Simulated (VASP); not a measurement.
Input of a VASP 6.6.1 run:

Contents of INCAR:

```
SYSTEM = Tl
PREC = Accurate
ENCUT = 520
EDIFF = 1E-6
ISMEAR = -1
SIGMA = 0.1
LREAL = .FALSE.
LASPH = .TRUE.
NELM = 60
ALGO = Normal
ISIF = 2
LWAVE = .FALSE.
LCHARG = .TRUE.
GGA = PE
LELF = .TRUE.
LVHAR = .TRUE.
NBANDS = 12
```

KPOINTS

```
Automatic mesh
0
G
  16 16 16
  0 0 0
```

The input POSCAR:

```
Tl
1.0
    3.1595020651      0.0000000000      0.0000000000
    0.0000000000      3.1595020651      0.0000000000
    0.0000000000      0.0000000000      3.1595020651
Tl
1
Direct
    0.0000000000      0.0000000000      0.0000000000
```

Potentials or basis: VASP PAW PBE potentials, release 64 (Tl_d).

Command:

```bash
$ cat potpaw_PBE.64/Tl_d/POTCAR > POTCAR
$ mpirun -np 1 vasp_std > vasp.out
```

Q: What does it give for the band gap on the k mesh?

A: Zero (an odd number of electrons rules out a gap without spin polarisation).

Q: Predict the pressure.

A: 2.4 GPa.

Caveat: spin-orbit coupling is left out, which moves the levels of the heavy elements.
